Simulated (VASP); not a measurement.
# Ir (Pm-3m) in VASP: a series of runs

The runs below take Ir through single point, relaxation of cell and atoms, with PBE.

Program: VASP 6.6.1. These are calculated values, not measurements. Logs are shortened: lines on timing, memory, paths and dates and some standing lists are left out, and cuts for length are marked.

### Step 1. The cell of the first run

It takes space group Pm-3m (No. 221, cubic). Conventional cell: a = 2.568 Å, b = 2.568 Å, c = 2.568 Å, α = 90.00°, β = 90.00°, γ = 90.00°. Within 3.4 Å of Ir (site symmetry m-3m) lie 6 Ir at 2.57 Å.

### Step 2. Single point, PBE

File INCAR:

```
SYSTEM = Ir
PREC     = Accurate       ! precision mode
ENCUT    = 520            ! plane-wave cutoff, eV
EDIFF    = 1E-6           ! SCF threshold, eV
ISMEAR   = 0              ! smearing method
SIGMA    = 0.1            ! smearing width, eV
LREAL    = .False.        ! projectors in reciprocal space
LASPH    = .True.         ! aspherical terms in the spheres
NELM     = 100            ! most SCF steps
ALGO     = Normal         ! electronic algorithm
ISIF     = 2              ! what is computed and relaxed
LWAVE    = .False.        ! write WAVECAR
LCHARG   = .False.        ! write CHGCAR
GGA      = PE             ! functional
NBANDS   = 10             ! bands
```

File KPOINTS:

```
regular mesh
0
Gamma
  8 8 8
  0 0 0
```

File POSCAR:

```
Ir
1.0
    2.5678729223      0.0000000000      0.0000000000
    0.0000000000      2.5678729223      0.0000000000
    0.0000000000      0.0000000000      2.5678729223
Ir
1
Direct
    0.0000000000      0.0000000000      0.0000000000
```

Potentials or basis: VASP PAW PBE potentials, release 64 (Ir).

Launch:

```
cat potpaw_PBE.64/Ir/POTCAR > POTCAR
mpirun -np 1 vasp_std > vasp.out
```

OUTCAR:

```text
SYSTEM = Ir
   PREC = Accurate
   ENCUT = 520
   EDIFF = 1E-6
   ISMEAR = 0
   LREAL = .False.
   LASPH = .True.
   NELM = 100
   ISIF = 2
   GGA = PE

 ion  position               nearest neighbor table
   1  0.000  0.000  0.000-

  LATTYP: Found a simple cubic cell.
 ALAT       =     2.5678729223

  Lattice vectors:

 A1 = (   2.5678729223,   0.0000000000,   0.0000000000)
 A2 = (   0.0000000000,   2.5678729223,   0.0000000000)
 A3 = (   0.0000000000,   0.0000000000,   2.5678729223)

Analysis of symmetry for initial positions (statically):
=====================================================================
 Subroutine PRICEL returns:
 Original cell was already a primitive cell.

 Routine SETGRP: Setting up the symmetry group for a
 simple cubic supercell.

 Subroutine GETGRP returns: Found 48 space group operations
 (whereof 48 operations were pure point group operations)
 out of a pool of 48 trial point group operations.

The static configuration has the point symmetry O_h .

Analysis of symmetry for dynamics (positions and initial velocities):
=====================================================================
 Subroutine PRICEL returns:
 Original cell was already a primitive cell.

 Routine SETGRP: Setting up the symmetry group for a
 simple cubic supercell.

 Subroutine GETGRP returns: Found 48 space group operations
 (whereof 48 operations were pure point group operations)
 out of a pool of 48 trial point group operations.

The dynamic configuration has the point symmetry O_h .

 Subroutine INISYM returns: Found 48 space group operations
 (whereof 48 operations are pure point group operations),
 and found     1 'primitive' translations

----------------------------------------------------------------------------------------

                                     Primitive cell

  volume of cell :      16.9325

  direct lattice vectors                    reciprocal lattice vectors
     2.567872922  0.000000000  0.000000000     0.389427371  0.000000000  0.000000000
     0.000000000  2.567872922  0.000000000     0.000000000  0.389427371  0.000000000
     0.000000000  0.000000000  2.567872922     0.000000000  0.000000000  0.389427371

  length of vectors
     2.567872922  2.567872922  2.567872922     0.389427371  0.389427371  0.389427371

  position of ions in fractional coordinates (direct lattice)
     0.000000000  0.000000000  0.000000000

  ion indices of the primitive-cell ions
   primitive index   ion index
                 1           1

[... 71 lines left out ...]
   EDIFF  = 0.1E-05   stopping-criterion for ELM
   LREAL  =      F    real-space projection
   EDIFFG = 0.1E-04   stopping-criterion for IOM
   NSW    =      0    number of steps for IOM
   IBRION =     -1    ionic relax: 0-MD 1-quasi-New 2-CG
   NFREE  =      0    steps in history (QN), initial steepest desc. (CG)
   ISIF   =      2    stress and relaxation
   ISYM   =      2    0-nonsym 1-usesym 2-fastsym
   POTIM  = 0.5000    time-step for ionic-motion
   TEBEG  =    0.0;   TEEND  =   0.0 temperature during run
   PSTRESS=    0.0 pullay stress
   NELECT =       9.0000    total number of electrons
   NUPDOWN=      -1.0000    fix difference up-down
   EMIN   =  10.00;   EMAX   =-10.00  energy-range for DOS
   EFERMI =   0.00;   METHOD = LEGACY
   ISMEAR =     0;   SIGMA  =   0.10  broadening in eV -4-tet -1-fermi 0-gaus
   EFERMI_NEDOS =   21; number of points for ismear=-14 and -15
   IALGO  =     38    algorithm
   IMIX   =      4    mixing-type and parameters
     AMIX     =   0.40;   BMIX     =  1.00
     AMIX_MAG =   1.60;   BMIX_MAG =  1.00
  volume/ion in A,a.u.               =      16.93       114.27
  Fermi-wavevector in a.u.,A,eV,Ry     =   1.326118  2.505999 23.927052  1.758589
  Thomas-Fermi vector in A             =   2.455528
   LORBIT       =      0    0 simple, 1 ext, 2 COOP (PROOUT), +10 PAW based schemes
   GGA     = PE    functional components
   LHFCALC =     F    Hartree Fock is set to
   AEXX    =    0.0000 exact exchange contribution
   IVDW    =     0    specifies the selected vdW correction
   LEPSILON=     F    determine dielectric tensor
   LRPA    =     F    only Hartree local field effects (RPA)
 non-spin polarized calculation
 Gauss-broadening in eV      SIGMA  =   0.10
  energy-cutoff  :      520.00
  volume of cell :       16.93
 maximum number of plane-waves:       480
 NGX is ok and might be reduce to    20
   NGX =  9   NGY =  9   NGZ =  9

 number of electron       9.0000000 magnetization

 Free energy of the ion-electron system (eV)
  ---------------------------------------------------
  ext. energy  EPLUGINS =         0.00000000
  ---------------------------------------------------
  free energy    TOTEN  =        -7.91318245 eV

  energy without entropy =       -7.90620663  energy(sigma->0) =       -7.90969454

 E-fermi :   7.6428     XC(G=0): -12.7608

 val. band max:        7.6319657791   @ k =   0.3750   0.2500   0.0000
 cond. band min:       7.6907637876   @ k =   0.5000   0.2500   0.0000
 fundamental gap:      0.0587980085
 Fermi energy:         7.6428023750

 k-point     1 :       0.0000    0.0000    0.0000
  band No.  band energies     occupation
      1      -1.6405      2.00000
      2       1.5238      2.00000
      3       1.5238      2.00000
      4       8.7896      0.00000
      5       8.7896      0.00000
      6       8.7896      0.00000
      7      23.0822      0.00000
      8      23.0822      0.00000
      9      23.0822      0.00000
     10      29.0191      0.00000
[... 287 lines left out ...]
 k-point    24 :       0.5000    0.3750    0.1250
  band No.  band energies     occupation
      1       1.6517      2.00000
      2       3.4324      2.00000
      3       5.4503      2.00000
      4       5.8493      2.00000
      5       8.6261      0.00000
      6      12.6234      0.00000
      7      13.5693      0.00000
      8      20.7896      0.00000
      9      21.7838      0.00000
     10      28.0234      0.00000

 [... further k-points ...]
[... 5 lines left out ...]
  --------------------------------------------------------------------------------------
  -------------------------------------------------------------------------------------
  Total        0.0168240      0.0168240      0.0168240      0.0000000      0.0000000     -0.0000000
  in kB        1.5919156      1.5919156      1.5919156      0.0000000      0.0000000     -0.0000000
  external PRESSURE =       1.5919156 kB  Pullay stress =       0.0000000 kB

 VOLUME and BASIS-vectors are now :
 -----------------------------------------------------------------------------
  energy-cutoff  :      520.00
  volume of cell :       16.93
      direct lattice vectors                 reciprocal lattice vectors
     2.567872922  0.000000000  0.000000000     0.389427371  0.000000000  0.000000000
     0.000000000  2.567872922  0.000000000     0.000000000  0.389427371  0.000000000
     0.000000000  0.000000000  2.567872922     0.000000000  0.000000000  0.389427371

 POSITION                                       TOTAL-FORCE (eV/Angst)
 -----------------------------------------------------------------------------------
      0.00000      0.00000      0.00000         0.000000      0.000000      0.000000
 -----------------------------------------------------------------------------------
    total drift:                                0.000000     -0.000000     -0.000000

  FREE ENERGIE OF THE ION-ELECTRON SYSTEM (eV)
  ---------------------------------------------------
  free  energy   TOTEN  =        -7.9131824452 eV

  energy  without entropy=       -7.9062066348  energy(sigma->0) =       -7.90969454
```

Wall time 8.9 s (1 thread of AMD EPYC 7R13, shared host); peak memory 0.1 GiB.

What came out:

* Free energy: -7.9132 eV
* Pressure: 0.2 GPa

Levels at points of the mesh, in eV from the Fermi level:
```tsv
k point	band 1	band 2	band 3	band 4	band 5	band 6	band 7	band 8	band 9
(0.00, 0.00, 0.00)	-9.28	-6.12	-6.12	1.15	1.15	1.15	15.44	15.44	15.44
(0.50, 0.00, 0.00)	-6.33	-5.40	-1.60	-1.60	-1.06	1.42	5.73	16.19	19.97
(0.50, 0.50, 0.00)	-6.54	-4.86	-1.08	-1.08	3.18	4.36	4.36	11.16	13.99
(0.50, 0.50, 0.50)	-5.30	-5.30	-5.30	3.37	3.37	9.14	10.59	10.59	10.59
```

Caveat: spin-orbit coupling is left out, which moves the levels of the heavy elements.

### Step 3. Relaxation of cell and atoms, PBE

This run uses another cell than the first one, of 14.98 Å³/atom, 0.885 times its volume.

File INCAR:

```
ALGO = Fast
EDIFF = 1E-6
EDIFFG = -0.04
ENCUT = 600
GGA = PE
IBRION = 2
ISIF = 3
ISMEAR = 0
LASPH = T
LCHARG = F
LREAL = F
LWAVE = F
NELM = 100
NSW = 90
PREC = Accurate
SIGMA = 0.1
```

File KPOINTS:

```
k-points
0
Gamma
  8 8 8
```

File POSCAR:

```
Ir
1.0
    2.4653247458      0.0000000000      0.0000000000
    0.0000000000      2.4653247458      0.0000000000
    0.0000000000      0.0000000000      2.4653247458
Ir
1
Direct
    0.0000000000      0.0000000000      0.0000000000
```

Potentials or basis: VASP PAW PBE potentials, release 64 (Ir).

Launch:

```
cat potpaw_PBE.64/Ir/POTCAR > POTCAR
mpirun -np 1 vasp_std > vasp.out
```

OUTCAR:

```text
EDIFF = 1E-6
   EDIFFG = -0.04
   ENCUT = 600
   GGA = PE
   IBRION = 2
   ISIF = 3
   ISMEAR = 0
   LASPH = T
   LREAL = F
   NELM = 100
   NSW = 90
   PREC = Accurate

 ion  position               nearest neighbor table
   1  0.000  0.000  0.000-

  LATTYP: Found a simple cubic cell.
 ALAT       =     2.4653247458

  Lattice vectors:

 A1 = (   2.4653247458,   0.0000000000,   0.0000000000)
 A2 = (   0.0000000000,   2.4653247458,   0.0000000000)
 A3 = (   0.0000000000,   0.0000000000,   2.4653247458)

Analysis of symmetry for initial positions (statically):
=====================================================================
 Subroutine PRICEL returns:
 Original cell was already a primitive cell.

 Routine SETGRP: Setting up the symmetry group for a
 simple cubic supercell.

 Subroutine GETGRP returns: Found 48 space group operations
 (whereof 48 operations were pure point group operations)
 out of a pool of 48 trial point group operations.

The static configuration has the point symmetry O_h .

Analysis of symmetry for dynamics (positions and initial velocities):
=====================================================================
 Subroutine PRICEL returns:
 Original cell was already a primitive cell.

 Routine SETGRP: Setting up the symmetry group for a
[... 162 lines left out ...]
  -------------------------------------------------------------------------------------
  Total        3.8704928      3.8704928      3.8704928      0.0000000      0.0000000     -0.0000000
  in kB      413.8609378    413.8609378    413.8609378      0.0000000      0.0000000     -0.0000000
  external PRESSURE =     413.8609378 kB  Pullay stress =       0.0000000 kB
[... 22 lines left out ...]
--------------------------------------- Ionic step        2  -------------------------------------------

 number of electron       8.9999999 magnetization

 E-fermi :   2.9791     XC(G=0): -10.6367

 val. band max:        2.9772112396   @ k =   0.5000   0.2500   0.0000
 cond. band min:       2.9973091892   @ k =   0.3750   0.3750   0.0000
 fundamental gap:      0.0200979496
 Fermi energy:         2.9790733656

 k-point     1 :       0.0000    0.0000    0.0000
  band No.  band energies     occupation
      1      -3.2108      2.00000
      2      -0.4656      2.00000
      3      -0.4656      2.00000
      4       3.5195      0.00000
      5       3.5195      0.00000
      6       3.5195      0.00000
      7      16.0155      0.00000
      8      16.0155      0.00000
[... 357 lines left out ...]
--------------------------------------- Ionic step        5  -------------------------------------------

 number of electron       9.0000000 magnetization

 Free energy of the ion-electron system (eV)
  ---------------------------------------------------
  ext. energy  EPLUGINS =         0.00000000
  ---------------------------------------------------
  free energy    TOTEN  =        -7.91317311 eV

  energy without entropy =       -7.90619550  energy(sigma->0) =       -7.90968431

 E-fermi :   7.6276     XC(G=0): -12.7548

 val. band max:        7.6167658674   @ k =   0.3750   0.2500   0.0000
 cond. band min:       7.6754412635   @ k =   0.5000   0.2500   0.0000
 fundamental gap:      0.0586753961
 Fermi energy:         7.6276457235

 k-point     1 :       0.0000    0.0000    0.0000
  band No.  band energies     occupation
      1      -1.6461      2.00000
      2       1.5178      2.00000
      3       1.5178      2.00000
      4       8.7722      0.00000
      5       8.7722      0.00000
      6       8.7722      0.00000
      7      23.0607      0.00000
      8      23.0607      0.00000
[... 281 lines left out ...]
  FREE ENERGIE OF THE ION-ELECTRON SYSTEM (eV)
  ---------------------------------------------------
  free  energy   TOTEN  =        -7.9131731142 eV

  energy  without entropy=       -7.9061955038  energy(sigma->0) =       -7.90968431

 reached required accuracy - stopping structural energy minimisation
```

OSZICAR:

```text
N       E                     dE             d eps       ncg     rms          rms(c)
DAV:   1     0.492234875958E+02    0.49223E+02   -0.48956E+03   560   0.116E+03
DAV:   2    -0.731253524047E+01   -0.56536E+02   -0.55223E+02   584   0.219E+02
DAV:   3    -0.803428012298E+01   -0.72174E+00   -0.72155E+00   752   0.334E+01
[... 52 lines left out ...]
RMM:   2    -0.791320773616E+01    0.67297E-03   -0.10035E-03   560   0.480E-01    0.615E-02
RMM:   3    -0.791316700586E+01    0.40730E-04   -0.30562E-04   560   0.162E-01    0.289E-02
RMM:   4    -0.791317208859E+01   -0.50827E-05   -0.38811E-05   557   0.117E-01    0.906E-03
RMM:   5    -0.791317303177E+01   -0.94318E-06   -0.12254E-05   562   0.394E-02    0.526E-03
RMM:   6    -0.791317311423E+01   -0.82453E-07   -0.23789E-06   407   0.266E-02
   5 F= -.79131731E+01 E0= -.79096843E+01  d E =-.224509E+00
```

CONTCAR:

```text
Ir
   1.00000000000000
     2.5687494621825033    0.0000000000000000   -0.0000000000000000
     0.0000000000000000    2.5687494621825033    0.0000000000000000
    -0.0000000000000000    0.0000000000000000    2.5687494621825033
  Ir
     1
Direct
     0.0000000000000000    0.0000000000000000    0.0000000000000000

  0.00000000E+00  0.00000000E+00  0.00000000E+00
```

It took 39 s on 1 thread of AMD EPYC 7R13, shared host; peak memory 0.11 GiB.

What came out:

```yaml
Free_energy: -7.9132 eV
Relaxed_volume: 16.95 Å³/atom
Relaxed_cell: a = 2.569 Å, b = 2.569 Å, c = 2.569 Å, α = 90.00°, β = 90.00°, γ = 90.00°
Space_group_after_relaxing_to_0.05_Å: Pm-3m (No. 221)
Energy_gained_by_relaxing: 224.5 meV/atom
Ionic_steps: 5
Pressure_after_relaxing: 0.0 GPa
```

The path:
| step | energy change (eV) | largest force (eV/Å) | pressure (GPa) | volume (Å³) |
| --- | --- | --- | --- | --- |
| 1 | 0.0000 | 0.0000 | 41.39 | 14.98 |
| 2 | 1.1123 | 0.0000 | -34.79 | 25.04 |
| 3 | -0.2184 | 0.0000 | -5.21 | 17.32 |
| 4 | -0.2243 | 0.0000 | -0.89 | 17.01 |
| 5 | -0.2245 | 0.0000 | -0.03 | 16.95 |

Final structure:
```
Ir
1.0
     2.56875    0.00000    0.00000
     0.00000    2.56875    0.00000
     0.00000    0.00000    2.56875
Ir
1
Direct
  0.00000 0.00000 0.00000
```

Levels at points of the mesh, in eV from the Fermi level:
```tsv
k point	band 1	band 2	band 3	band 4	band 5	band 6	band 7	band 8
(0.00, 0.00, 0.00)	-9.27	-6.11	-6.11	1.14	1.14	1.14	15.43	15.43
(0.50, 0.00, 0.00)	-6.32	-5.39	-1.60	-1.60	-1.05	1.42	5.72	16.19
(0.50, 0.50, 0.00)	-6.53	-4.85	-1.08	-1.08	3.18	4.35	4.35	11.14
(0.50, 0.50, 0.50)	-5.29	-5.29	-5.29	3.36	3.36	9.14	10.58	10.58
```

Caveat: spin-orbit coupling is left out, which moves the levels of the heavy elements.
